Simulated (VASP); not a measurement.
Input of a VASP 6.6.1 run:

POSCAR

```
Al
1.0
   10.1000000000      0.0000000000      0.0000000000
    0.0000000000      9.3000000000      0.0000000000
    0.0000000000      0.0000000000      4.5728948852
Al
2
Direct
    0.4434047663      0.5000000000      0.0000000000
    0.5565952337      0.5000000000      0.5000000000
```

Contents of INCAR.step1:

```
ALGO = Normal
EDIFF = 1E-4
ENCUT = 520
GGA = PE
ISMEAR = 0
ISPIN = 2
LASPH = T
LCHARG = F
LREAL = F
LWAVE = T
MAGMOM = 0.5 0.5
NBANDS = 14
NELM = 150
PREC = Accurate
SIGMA = 0.05
```

File INCAR.step2:

```
ALGO = Normal
EDIFF = 1E-6
ENCUT = 520
ISIF = 2
ISMEAR = 0
ISPIN = 2
ISTART = 1
LASPH = T
LCHARG = F
LMIXTAU = T
LORBIT = 11
LREAL = F
LWAVE = F
MAGMOM = 0.5 0.5
METAGGA = R2SCAN
NBANDS = 14
NELM = 150
PREC = Accurate
SIGMA = 0.05
```

KPOINTS

```
k-points
0
Gamma
  1 1 14
```

Potentials or basis: VASP PAW PBE potentials, release 64 (Al).

Run with:

```console
$ cat potpaw_PBE.64/Al/POTCAR > POTCAR
$ cp INCAR.step1 INCAR
$ mpirun -np 1 vasp_std > vasp.out
$ cp INCAR.step2 INCAR
$ mpirun -np 1 vasp_std > vasp.out
```

(1) Predict the net moment.

(2) Predict the site moments.

(3) What does it give for the largest force?

## Answers

(1) 0.85 μB per cell.

(2) Al +0.07 μB.

(3) 0.379 eV/Å.

Caveat: the PAW data sets were made with another functional, which shifts forces and pressure a little.
